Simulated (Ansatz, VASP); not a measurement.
## AlN in VASP and in Ansatz

```
CELL_PARAMETERS angstrom
0.00000 2.18475 2.18475
2.18475 0.00000 2.18475
2.18475 2.18475 0.00000
ATOMIC_POSITIONS crystal
Al 0.00000 0.00000 0.00000
N 0.25000 0.25000 0.25000
```

Alike in both runs: functional r2SCAN; k mesh 10 × 10 × 10; occupations gaussian, width 0.02 eV; no spin polarisation.

Ansatz relaxed the structure, and its values are those at the end. VASP's run is a single point on that final structure, the one shown.

```csv
,VASP,Ansatz
version,VASP 6.6.1,Ansatz 0.2.0
potentials or method,"VASP PAW PBE potentials, release 64 (Al, N), cutoff 520 eV","scalar-relativistic, plane waves, PAW"
valence electrons in the cell,8,8
```

|  | VASP | Ansatz | Ansatz less VASP |
| --- | --- | --- | --- |
| gap on the k mesh at the Fermi level (eV) | 3.93 | 3.93 | 0.000 |
| least direct gap on the mesh (eV) | 4.88 | 4.84 | -0.047 |
| pressure (GPa) | -0.4 | 0.0 | +0.35 |

VASP's potentials were made for PBE, not for r2SCAN.
